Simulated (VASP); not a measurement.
# Ga8N7 (a cell with a defect) in VASP: single point with PBEsol

Aim: the single point of Ga8N7 (a cell with a defect) with PBEsol.

All numbers are computed with VASP 6.6.1; they aren't measurements. Logs are shortened: lines on timing, memory, paths and dates and some standing lists are left out, and cuts for length are marked.

## (1) The cell of the first run

The cell holds a defect, 15 atoms: a = 6.084 Å, b = 6.084 Å, c = 6.365 Å, α = 105.16°, β = 105.16°, γ = 116.92°.

## (2) Single point, PBEsol (atoms taken out, then relaxed in part)

File INCAR:

```
PREC = Accurate
ENCUT = 520
EDIFF = 1E-6
ISMEAR = 0
SIGMA = 0.05
LREAL = F
LASPH = T
NELM = 120
ALGO = Normal
ISIF = 2
LWAVE = F
LCHARG = T
GGA = PS
LELF = T
LVHAR = T
NBANDS = 82
NELECT = 136.0
GGA_COMPAT = F
```

File KPOINTS:

```
regular mesh
0
Gamma
  4 4 4
```

File POSCAR:

```
Ga8N7
1.0
    1.5912892447     -2.7561938213      5.1854260772
    1.5912892447     -2.7561938213     -5.1854260772
    3.1825784893      5.5123876426      0.0000000000
Ga N
8 7
Direct
    0.8457104426      0.8307763300      0.1597666697
    0.3126988171      0.3585351426      0.1545336207
    0.8492020255      0.8325414354      0.6646833903
    0.3488792296      0.3321795443      0.6647803390
    0.9751337095      0.4447450467      0.3495496616
    0.4214659492      0.8911928808      0.3495619321
    0.9315774436      0.4102776550      0.8252458867
    0.4192468410      0.8835444938      0.7862416139
    0.0333965095      0.6406956804      0.1573995483
    0.5392470782      0.1492775372      0.6631190380
    0.0303660600      0.6404224809      0.6630342481
    0.1177278778      0.2229771477      0.3291315385
    0.6228023946      0.7281378691      0.3290838730
    0.1193686299      0.2201116215      0.8228182073
    0.6202740456      0.7274880810      0.8310504329
```

Potentials or basis: VASP PAW PBE potentials, release 64 (Ga_d, N).

On the command line:

```bash
cat potpaw_PBE.64/Ga_d/POTCAR potpaw_PBE.64/N/POTCAR > POTCAR
mpirun -np 1 vasp_std > vasp.out
```

OUTCAR:

```text
PREC = Accurate
   ENCUT = 520
   EDIFF = 1E-6
   ISMEAR = 0
   LREAL = F
   LASPH = T
   NELM = 120
   ISIF = 2
   GGA = PS
   NELECT = 136.0

 ion  position               nearest neighbor table
   1  0.846  0.831  0.160-  15 1.92  12 1.93  13 1.93   9 1.96
   2  0.313  0.359  0.155-  14 1.85  12 1.90  13 1.90   5 2.83   6 2.83   7 2.89
   3  0.849  0.833  0.665-  14 1.91  11 1.94  15 1.95  13 1.96
   4  0.349  0.332  0.665-  14 1.91  10 1.94  15 1.95  12 1.96
   5  0.975  0.445  0.350-  11 1.89  12 1.90   9 1.91   8 2.80   2 2.83   6 2.84
   6  0.421  0.891  0.350-  10 1.89  13 1.90   9 1.91   8 2.80   2 2.83   5 2.84
   7  0.932  0.410  0.825-  10 1.93  11 1.93   9 1.95  14 1.96   2 2.89
   8  0.419  0.884  0.786-  15 1.87  10 1.91  11 1.91   5 2.80   6 2.80
   9  0.033  0.641  0.157-   6 1.91   5 1.91   7 1.95   1 1.96
  10  0.539  0.149  0.663-   6 1.89   8 1.91   7 1.93   4 1.94
  11  0.030  0.640  0.663-   5 1.89   8 1.91   7 1.93   3 1.94
  12  0.118  0.223  0.329-   2 1.90   5 1.90   1 1.93   4 1.96
  13  0.623  0.728  0.329-   2 1.90   6 1.90   1 1.93   3 1.96
  14  0.119  0.220  0.823-   2 1.85   4 1.91   3 1.91   7 1.96
  15  0.620  0.727  0.831-   8 1.87   1 1.92   3 1.95   4 1.95

  LATTYP: Found a face centered orthorhombic cell.
 ALAT       =     6.3651569787
 B/A-ratio  =     1.6293160073
 C/A-ratio  =     1.7320508076

  Lattice vectors:

 A1 = (   4.7738677340,   2.7561938213,  -5.1854260772)
 A2 = (   6.3651569787,   0.0000000000,   0.0000000000)
 A3 = (   1.5912892447,  -2.7561938213,  -5.1854260772)

Analysis of symmetry for initial positions (statically):
=====================================================================
 Subroutine PRICEL returns:
 Original cell was already a primitive cell.

 Routine SETGRP: Setting up the symmetry group for a
 face centered orthorhombic supercell.

 Subroutine GETGRP returns: Found  1 space group operations
 (whereof  1 operations were pure point group operations)
 out of a pool of  8 trial point group operations.

The static configuration has the point symmetry C_1 .

Analysis of symmetry for dynamics (positions and initial velocities):
=====================================================================
 Subroutine PRICEL returns:
 Original cell was already a primitive cell.

 Routine SETGRP: Setting up the symmetry group for a
 face centered orthorhombic supercell.

 Subroutine GETGRP returns: Found  1 space group operations
 (whereof  1 operations were pure point group operations)
 out of a pool of  8 trial point group operations.

The dynamic configuration has the point symmetry C_1 .

 Subroutine INISYM returns: Found  1 space group operations
 (whereof  1 operations are pure point group operations),
 and found     1 'primitive' translations

----------------------------------------------------------------------------------------

                                     Primitive cell

  volume of cell :     181.9421

  direct lattice vectors                    reciprocal lattice vectors
     1.591289245 -2.756193821  5.185426077     0.157105316 -0.090704797  0.096424092
     1.591289245 -2.756193821 -5.185426077     0.157105316 -0.090704797 -0.096424092
     3.182578489  5.512387643  0.000000000     0.157105316  0.090704797  0.000000000

  length of vectors
     6.084196697  6.084196697  6.365156979     0.205443535  0.205443535  0.181409593

  position of ions in fractional coordinates (direct lattice)
     0.845710443  0.830776330  0.159766670
     0.312698817  0.358535143  0.154533621
     0.849202025  0.832541435  0.664683390
     0.348879230  0.332179544  0.664780339
     0.975133709  0.444745047  0.349549662
     0.421465949  0.891192881  0.349561932
     0.931577444  0.410277655  0.825245887
     0.419246841  0.883544494  0.786241614
     0.033396510  0.640695680  0.157399548
     0.539247078  0.149277537  0.663119038
     0.030366060  0.640422481  0.663034248
     0.117727878  0.222977148  0.329131539
     0.622802395  0.728137869  0.329083873
     0.119368630  0.220111622  0.822818207
     0.620274046  0.727488081  0.831050433

  ion indices of the primitive-cell ions
   primitive index   ion index
                 1           1
[... 28 lines left out ...]
     0.039276329  0.022676199  0.000000000     0.000000000  0.000000000  0.250000000

  Length of vectors
     0.051360884  0.051360884  0.045352398

  Shift w.r.t. Gamma in fractional coordinates (k-lattice)
     0.000000000  0.000000000  0.000000000

 Subroutine IBZKPT returns following result:
 ===========================================

 Found     36 irreducible k-points:

 Following reciprocal coordinates:
            Coordinates               Weight
  0.000000  0.000000  0.000000      1.000000
  0.250000  0.000000  0.000000      2.000000
  0.000000  0.250000 -0.250000      2.000000
  0.000000 -0.250000  0.000000      2.000000
 -0.250000  0.000000  0.250000      2.000000
  0.500000  0.000000  0.000000      1.000000
[... 16 lines left out ...]
  0.500000  0.000000  0.250000      2.000000
  0.000000  0.500000  0.250000      2.000000
 [... further k-points ...]
   k-points           NKPTS =     36   k-points in BZ     NKDIM =     36   number of bands    NBANDS=     82
   number of dos      NEDOS =    301   number of ions     NIONS =     15
   total plane-waves  NPLWV = 110592
   dimension x,y,z NGX =    48 NGY =   48 NGZ =   48
   dimension x,y,z NGXF=    96 NGYF=   96 NGZF=   96
   ions per type =               8   7
   NGX,Y,Z   is equivalent  to a cutoff of  13.12, 13.12, 12.54 a.u.
   NGXF,Y,Z  is equivalent  to a cutoff of  26.23, 26.23, 25.07 a.u.
 SYSTEM =  unknown system
   PREC   = accura    normal or accurate (medium, high low for compatibility)
   ISTART =      0    job   : 0-new  1-cont  2-samecut
   ICHARG =      2    charge: 1-file 2-atom 10-const
   ISPIN  =      1    spin polarized calculation?
   LNONCOLLINEAR =      F non collinear calculations
   LSORBIT =      F    spin-orbit coupling
   LASPH  =      T    aspherical Exc in radial PAW
   ENCUT  =  520.0 eV  38.22 Ry    6.18 a.u.  11.31 11.31 11.83*2*pi/ulx,y,z
   NELM   =    120;   NELMIN=  2; NELMDL= -5     # of ELM steps
   EDIFF  = 0.1E-05   stopping-criterion for ELM
   LREAL  =      F    real-space projection
   EDIFFG = 0.1E-04   stopping-criterion for IOM
   NSW    =      0    number of steps for IOM
   IBRION =     -1    ionic relax: 0-MD 1-quasi-New 2-CG
   NFREE  =      0    steps in history (QN), initial steepest desc. (CG)
   ISIF   =      2    stress and relaxation
   ISYM   =      2    0-nonsym 1-usesym 2-fastsym
   POTIM  = 0.5000    time-step for ionic-motion
   TEBEG  =    0.0;   TEEND  =   0.0 temperature during run
   PSTRESS=    0.0 pullay stress
   NELECT =     136.0000    total number of electrons
   NUPDOWN=      -1.0000    fix difference up-down
   EMIN   =  10.00;   EMAX   =-10.00  energy-range for DOS
   EFERMI =   0.00;   METHOD = LEGACY
   ISMEAR =     0;   SIGMA  =   0.05  broadening in eV -4-tet -1-fermi 0-gaus
   EFERMI_NEDOS =   21; number of points for ismear=-14 and -15
   IALGO  =     38    algorithm
   IMIX   =      4    mixing-type and parameters
     AMIX     =   0.40;   BMIX     =  1.00
     AMIX_MAG =   1.60;   BMIX_MAG =  1.00
  volume/ion in A,a.u.               =      12.13        81.85
  Fermi-wavevector in a.u.,A,eV,Ry     =   1.485742  2.807645 30.033893  2.207429
  Thomas-Fermi vector in A             =   2.599115
   LORBIT       =      0    0 simple, 1 ext, 2 COOP (PROOUT), +10 PAW based schemes
   GGA     = PS    functional components
   LHFCALC =     F    Hartree Fock is set to
   AEXX    =    0.0000 exact exchange contribution
   IVDW    =     0    specifies the selected vdW correction
   LEPSILON=     F    determine dielectric tensor
   LRPA    =     F    only Hartree local field effects (RPA)
 non-spin polarized calculation
 Gauss-broadening in eV      SIGMA  =   0.05
  energy-cutoff  :      520.00
  volume of cell :      181.94
 maximum number of plane-waves:      4961
 NGX is ok and might be reduce to    48
   NGX = 23   NGY = 23   NGZ = 23

 number of electron     136.0000000 magnetization

 Free energy of the ion-electron system (eV)
  ---------------------------------------------------
  ext. energy  EPLUGINS =         0.00000000
  ---------------------------------------------------
  free energy    TOTEN  =      -109.95573908 eV

  energy without entropy =     -109.95518580  energy(sigma->0) =     -109.95546244

 E-fermi :   4.5650     XC(G=0): -11.3636

 val. band max:        4.5010731811   @ k =  -0.2500   0.2500   0.0000
 cond. band min:       4.6055182335   @ k =   0.0000   0.0000   0.0000
 fundamental gap:      0.1044450525
 Fermi energy:         4.5649988243

 k-point     1 :       0.0000    0.0000    0.0000
  band No.  band energies     occupation
      1     -11.2288      2.00000
      2     -10.4845      2.00000
      3     -10.4326      2.00000
      4     -10.3852      2.00000
      5     -10.2467      2.00000
      6     -10.1247      2.00000
[... 1981 lines left out ...]
     79      12.1918      0.00000
     80      12.2661      0.00000

 [... further k-points ...]

 [bands above 80 left out]

------------------------ aborting loop because EDIFF is reached ----------------------------------------

  FORCE on cell =-STRESS in cart. coord.  units (eV):
  Direction    XX          YY          ZZ          XY          YZ          ZX
  --------------------------------------------------------------------------------------
  -------------------------------------------------------------------------------------
  Total      -22.3459228    -22.9370511    -25.3749048      0.5127055     -0.3086045     -0.5290938
  in kB     -196.7775547   -201.9830138   -223.4506835      4.5148701     -2.7175628     -4.6591848
  external PRESSURE =    -207.4037506 kB  Pullay stress =       0.0000000 kB

 VOLUME and BASIS-vectors are now :
 -----------------------------------------------------------------------------
  energy-cutoff  :      520.00
  volume of cell :      181.94
      direct lattice vectors                 reciprocal lattice vectors
     1.591289245 -2.756193821  5.185426077     0.157105316 -0.090704797  0.096424092
     1.591289245 -2.756193821 -5.185426077     0.157105316 -0.090704797 -0.096424092
     3.182578489  5.512387643  0.000000000     0.157105316  0.090704797  0.000000000

 POSITION                                       TOTAL-FORCE (eV/Angst)
 -----------------------------------------------------------------------------------
      3.17625     -3.74003      0.07744        -0.004553     -0.001699     -0.001408
      1.55994     -0.99820     -0.23768        -0.012800     -0.007781     -0.015391
      4.79155     -0.97122      0.08639         0.007834     -0.005164      0.003617
      3.19948      1.78740      0.08659        -0.002229      0.006559      0.002902
      3.37191     -1.98661      2.75029         0.020648     -0.006897      0.001539
      3.20133     -1.69102     -2.43573         0.003745      0.022484      0.005665
      4.76169      0.85066      2.70316         0.000691     -0.000240     -0.014691
      4.57539      0.74332     -2.40758        -0.012406     -0.008288      0.014671
      1.57361     -0.99028     -3.14910         0.000617      0.000938      0.000990
      3.20607      1.75766      2.02216        -0.002988     -0.005277      0.001961
      3.17758      1.80608     -3.16340        -0.005010     -0.000281      0.003243
      1.58965      0.87525     -0.54576        -0.001779     -0.006644     -0.000053
      3.19707     -1.90942     -0.54621        -0.006444      0.001196     -0.001292
      3.15889      3.60002     -0.52240         0.010764      0.007142      0.012282
      4.78956      0.86638     -0.55595         0.003911      0.003954     -0.014034
 -----------------------------------------------------------------------------------
    total drift:                                0.000124      0.000086     -0.000499

  FREE ENERGIE OF THE ION-ELECTRON SYSTEM (eV)
  ---------------------------------------------------
  free  energy   TOTEN  =      -109.9557390825 eV

  energy  without entropy=     -109.9551857966  energy(sigma->0) =     -109.95546244
```

Wall time 9.5 min (1 thread of Intel Xeon 6975P-C (Granite Rapids), shared host); peak memory 0.55 GiB.

Results:

```yaml
Free_energy: -109.9557 eV
Largest_force: 0.023 eV/Å
```

Forces in eV/Å, atoms in the order of the input:
```
Ga  -0.005 -0.002 -0.001
Ga  -0.013 -0.008 -0.015
Ga   0.008 -0.005  0.004
Ga  -0.002  0.007  0.003
Ga   0.021 -0.007  0.002
Ga   0.004  0.022  0.006
Ga   0.001  0.000 -0.015
Ga  -0.012 -0.008  0.015
N    0.001  0.001  0.001
N   -0.003 -0.005  0.002
N   -0.005  0.000  0.003
N   -0.002 -0.007  0.000
N   -0.006  0.001 -0.001
N    0.011  0.007  0.012
N    0.004  0.004 -0.014
```

Caveat: the cell carries a net charge on a neutralising background, which shifts energy and pressure; the cell differs from its parent crystal (atoms taken out, then relaxed in part); the cell is charged against a uniform background, so pressure and absolute levels hang on convention; the PAW data sets were made with another functional, which shifts forces and pressure a little.
